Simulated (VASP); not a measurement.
Wanted: the native input for a VASP 6.6.1 run.

```
Task                   : relaxation of cell and atoms
Functional             : BLYP
Potentials or basis    : VASP PAW PBE potentials, release 64 (Cd)
Cutoff                 : 600 eV
k mesh                 : 13 × 13 × 13
Occupations            : fermi-dirac, width 0.1 eV
Spin                   : no spin polarisation
Dipole correction      : no
Further INCAR settings : ALGO = Normal; EDIFF = 1e-06; IBRION = 2; EDIFFG = -0.01; NSW = 80; ISIF = 3
```

The structure of Cd lies in POSCAR:

```
Cd
1.0
   -1.7540139848      1.7540139848      1.7540139848
    1.7540139848     -1.7540139848      1.7540139848
    1.7540139848      1.7540139848     -1.7540139848
Cd
1
Direct
    0.0000000000      0.0000000000      0.0000000000
```

The input as run:

INCAR

```
AGGAC = 1.0
AGGAX = 1.0
ALDAC = 0.0
ALDAX = 1.0
ALGO = Normal
EDIFF = 1E-6
EDIFFG = -0.01
ENCUT = 600
GGA = B5
IBRION = 2
ISIF = 3
ISMEAR = -1
LASPH = True
LCHARG = False
LREAL = False
LWAVE = False
NELM = 100
NSW = 80
PREC = Accurate
SIGMA = 0.1
```

KPOINTS

```
k-points
0
Gamma
  13 13 13
```

Potentials or basis: VASP PAW PBE potentials, release 64 (Cd).

Command:

```console
$ cat potpaw_PBE.64/Cd/POTCAR > POTCAR
$ mpirun -np 1 vasp_std > vasp.out
```

Results of the run:

* Relaxed volume: 28.74 Å³/atom
* Relaxed cell: a = 3.342 Å, b = 3.342 Å, c = 3.342 Å, α = 109.47°, β = 109.47°, γ = 109.47°
* Space group after relaxing (to 0.05 Å): Im-3m (No. 229)
* Energy gained by relaxing: 132.2 meV/atom
* Ionic steps: 5
* Pressure after relaxing: 0.0 GPa
* Band gap on the k mesh: zero (band 6 reaches 3.68 eV, above the bottom of band 7 at 0.68 eV)

Caveat: the volume moved by over 15 % at a fixed basis, so the end points are rough; the PAW data sets were made with another functional, which shifts forces and pressure a little.

Wall time 110 s on 1 thread of Intel Xeon 8259CL (shared host), peak memory 0.16 GiB.
